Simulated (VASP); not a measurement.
# CoC (CsCl type) (Pm-3m) in VASP: a series of runs, part 2 of 2

VASP 6.6.1. Earlier steps stand in the parts before.

### 4 Relaxation of cell and atoms, LDA, collinear spin, ferromagnetic start, target pressure 340 GPa, at which the enthalpy is minimised

This run uses another cell than the first one, of 4.91 Å³/atom.

Input file INCAR:

```
PREC     = Accurate       # precision mode
ENCUT    = 600            # plane-wave cutoff, eV
EDIFF    = 1E-6           # SCF threshold, eV
ISMEAR   = -1             # smearing method
SIGMA    = 0.1            # smearing width, eV
LREAL    = F              # projectors in reciprocal space
LASPH    = T              # aspherical terms in the spheres
NELM     = 150            # most SCF steps
ALGO     = Normal         # electronic algorithm
ISIF     = 3              # what is computed and relaxed
LWAVE    = F              # write WAVECAR
LCHARG   = F              # write CHGCAR
ISPIN    = 2              # spin polarisation
MAGMOM   = 1.7 0          # initial moments
LORBIT   = 11             # projections on sites
LMAXMIX  = 4              # l up to which the mixer works
GGA      = CA             # functional
IBRION   = 2              # ionic algorithm
NSW      = 60             # ionic steps
EDIFFG   = -0.005         # ionic threshold
PSTRESS  = 3400.0
```

Input file KPOINTS:

```
Automatic mesh
0
Gamma
  16 16 16
```

Input file POSCAR:

```
CoC
1.0
    2.1413596402      0.0000000000      0.0000000000
    0.0000000000      2.1413596402      0.0000000000
    0.0000000000      0.0000000000      2.1413596402
Co C
1 1
Direct
    0.0000000000      0.0000000000      0.0000000000
    0.5000000000      0.5000000000      0.5000000000
```

Potentials or basis: VASP PAW LDA potentials, release 64 (Co, C).

The run is started by

```
$ cat potpaw_LDA.64/Co/POTCAR potpaw_LDA.64/C/POTCAR > POTCAR
$ mpirun -np 1 vasp_std > vasp.out
```

OUTCAR:

```text
PREC = Accurate
   ENCUT = 600
   EDIFF = 1E-6
   ISMEAR = -1
   LREAL = F
   LASPH = T
   NELM = 150
   ISIF = 3
   ISPIN = 2
   LORBIT = 11
   GGA = CA
   IBRION = 2
   NSW = 60
   EDIFFG = -0.005
   PSTRESS = 3400.0

 ion  position               nearest neighbor table
   1  0.000  0.000  0.000-   2 1.85   2 1.85   2 1.85   2 1.85   2 1.85   2 1.85   2 1.85   2 1.85

   2  0.500  0.500  0.500-   1 1.85   1 1.85   1 1.85   1 1.85   1 1.85   1 1.85   1 1.85   1 1.85

  LATTYP: Found a simple cubic cell.
 ALAT       =     2.1413596402

  Lattice vectors:

 A1 = (   2.1413596402,   0.0000000000,   0.0000000000)
 A2 = (   0.0000000000,   2.1413596402,   0.0000000000)
 A3 = (   0.0000000000,   0.0000000000,   2.1413596402)

Analysis of symmetry for initial positions (statically):
=====================================================================
 Subroutine PRICEL returns:
 Original cell was already a primitive cell.

 Routine SETGRP: Setting up the symmetry group for a
 simple cubic supercell.

 Subroutine GETGRP returns: Found 48 space group operations
 (whereof 48 operations were pure point group operations)
 out of a pool of 48 trial point group operations.

The static configuration has the point symmetry O_h .

Analysis of symmetry for dynamics (positions and initial velocities):
=====================================================================
 Subroutine PRICEL returns:
 Original cell was already a primitive cell.

 Routine SETGRP: Setting up the symmetry group for a
[... 254 lines left out ...]
  ---------------------------------------------------
  free energy    TOTEN  =       -12.62934381 eV

  energy without entropy =      -12.57259197  energy(sigma->0) =      -12.60096789

 E-fermi :  21.2202     XC(G=0): -16.9668

 val. band max:       21.1775551843   @ k =   0.5000   0.4375   0.1875
 cond. band min:      21.2223721653   @ k =   0.4375   0.1875   0.0625
 fundamental gap:      0.0448169810
 Fermi energy:        21.2201891761

 spin component 1

 k-point     1 :       0.0000    0.0000    0.0000
  band No.  band energies     occupation
      1      -0.5608      1.00000
      2      13.0692      1.00000
      3      13.0692      1.00000
      4      19.2305      1.00000
      5      19.2305      1.00000
      6      19.2305      1.00000
      7      21.4172      0.12238
      8      21.4172      0.12238
      9      21.4172      0.12238
     10      39.9567      0.00000
     11      39.9567      0.00000
[... 310 lines left out ...]
  band No.  band energies     occupation
      1       5.4649      1.00000
      2       7.3013      1.00000
      3      14.4481      1.00000
      4      14.6040      1.00000
      5      15.1573      1.00000
      6      19.1524      1.00000
      7      21.3530      0.20940
      8      26.9290      0.00000
      9      27.5442      0.00000
     10      38.1990      0.00000
     11      39.0819      0.00000

 [... further k-points ...]

 spin component 2

 k-point     1 :       0.0000    0.0000    0.0000
  band No.  band energies     occupation
      1      -0.5608      1.00000
      2      13.0692      1.00000
      3      13.0692      1.00000
      4      19.2305      1.00000
      5      19.2305      1.00000
      6      19.2305      1.00000
      7      21.4172      0.12238
      8      21.4172      0.12238
      9      21.4172      0.12238
     10      39.9567      0.00000
     11      39.9567      0.00000
[... 355 lines left out ...]
  energy  without entropy=      -12.5725919696  energy(sigma->0) =      -12.60096789

  enthalpy is  TOTEN    =         8.1715461546 eV   P V=       20.8008899670

 reached required accuracy - stopping structural energy minimisation

 total charge

# of ion       s       p       d       tot
------------------------------------------
    1        0.719   1.402   8.288  10.410
    2        0.919   1.735   0.000   2.653
--------------------------------------------------
tot          1.638   3.137   8.288  13.063

 magnetization (x)

# of ion       s       p       d       tot
------------------------------------------
    1       -0.000   0.000  -0.000  -0.000
    2       -0.000   0.000   0.000   0.000
--------------------------------------------------
tot         -0.000   0.000  -0.000  -0.000
```

CONTCAR:

```text
CoC
   1.00000000000000
     2.1401186943585948   -0.0000000000000000    0.0000000000000000
    -0.0000000000000000    2.1401186943585948    0.0000000000000000
    -0.0000000000000000   -0.0000000000000000    2.1401186943585948
  Co              C
     1     1
Direct
     0.0000000000000000    0.0000000000000000    0.0000000000000000
     0.5000000000000000    0.5000000000000000    0.5000000000000000

  0.00000000E+00  0.00000000E+00  0.00000000E+00
  0.00000000E+00  0.00000000E+00  0.00000000E+00
```

Wall time 46 s (1 thread of Intel Xeon Platinum 8488C (Sapphire Rapids), shared host); peak memory 0.16 GiB.

What came out:

| Property | Result |
| --- | --- |
| Free energy | -12.6293 eV |
| Relaxed volume | 4.90 Å³/atom |
| Relaxed cell | a = 2.140 Å, b = 2.140 Å, c = 2.140 Å, α = 90.00°, β = 90.00°, γ = 90.00° |
| Space group after relaxing (to 0.1 Å) | Pm-3m (No. 221) |
| Energy change on relaxing (the run minimises the enthalpy) | +18.0 meV/atom |
| Ionic steps | 3 |
| Pressure after relaxing | 340.0 GPa |
| Net moment | 0.00 μB per cell |

Step by step:
| step | energy change (eV) | largest force (eV/Å) | pressure (GPa) | volume (Å³) |
| --- | --- | --- | --- | --- |
| 1 | 0.0000 | 0.0000 | 337.19 | 9.82 |
| 2 | 0.2644 | 0.0000 | 357.69 | 9.70 |
| 3 | 0.0361 | 0.0000 | 339.99 | 9.80 |

Final structure:
```
CELL_PARAMETERS angstrom
2.14012 0.00000 0.00000
0.00000 2.14012 0.00000
0.00000 0.00000 2.14012
ATOMIC_POSITIONS crystal
Co 0.00000 0.00000 0.00000
C 0.50000 0.50000 0.50000
```

Levels at points of the mesh, in eV from the Fermi level:
Spin up:
```tsv
k point	band 3	band 4	band 5	band 6	band 7	band 8	band 9	band 10
(0.00, 0.00, 0.00)	-8.15	-1.99	-1.99	-1.99	0.20	0.20	0.20	18.74
(0.50, 0.00, 0.00)	-6.91	-6.34	-6.34	-1.71	0.23	6.74	6.74	15.13
(0.50, 0.50, 0.00)	-9.13	-6.69	-3.89	-3.89	-0.26	3.08	3.29	10.33
(0.50, 0.50, 0.50)	-12.91	-5.78	-0.14	-0.14	5.28	5.28	5.28	8.09
```
Spin down:
| k point | band 3 | band 4 | band 5 | band 6 | band 7 | band 8 | band 9 | band 10 |
| --- | --- | --- | --- | --- | --- | --- | --- | --- |
| (0.00, 0.00, 0.00) | -8.15 | -1.99 | -1.99 | -1.99 | 0.20 | 0.20 | 0.20 | 18.74 |
| (0.50, 0.00, 0.00) | -6.91 | -6.34 | -6.34 | -1.71 | 0.23 | 6.74 | 6.74 | 15.13 |
| (0.50, 0.50, 0.00) | -9.13 | -6.69 | -3.89 | -3.89 | -0.26 | 3.08 | 3.29 | 10.33 |
| (0.50, 0.50, 0.50) | -12.91 | -5.78 | -0.14 | -0.14 | 5.28 | 5.28 | 5.28 | 8.09 |

Caveat: the cell is relaxed towards a set pressure, so the run minimises the enthalpy, not the energy; the moments typed at the start vanished in this run.
